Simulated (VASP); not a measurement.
Here is a VASP 6.6.1 calculation.

Contents of INCAR:

```
SYSTEM = V
PREC = Accurate
ENCUT = 520
EDIFF = 1E-7
ISMEAR = -1
SIGMA = 0.05
LREAL = .False.
LASPH = .True.
NELM = 150
ALGO = Normal
ISIF = 2
LWAVE = .False.
LCHARG = .True.
ISPIN = 2
MAGMOM = 2
LORBIT = 11
LMAXMIX = 4
GGA = PE
LELF = .True.
LVHAR = .True.
NBANDS = 16
```

Contents of KPOINTS:

```
regular mesh
0
Gamma
  9 9 9
  0 0 0
```

The input POSCAR:

```
V
1.0
   -1.5749240000      1.5749240000      1.5143500000
    1.5749240000     -1.5749240000      1.5143500000
    1.5749240000      1.5749240000     -1.5143500000
V
1
Direct
    0.0000000000      0.0000000000      0.0000000000
```

Potentials or basis: VASP PAW PBE potentials, release 64 (V_sv).

Run with:

```sh
$ cat potpaw_PBE.64/V_sv/POTCAR > POTCAR
$ mpirun -np 1 vasp_std > vasp.out
```

Problem. Estimate the net moment.

Solution. 0.00 μB per cell.

Problem. Predict the pressure.

Solution. -15.9 GPa.

Stress tensor (GPa, compression positive):
```
-16.55   0.00   0.00
  0.00 -16.55   0.00
  0.00   0.00 -14.54
```

Caveat: the cell stands under tension.
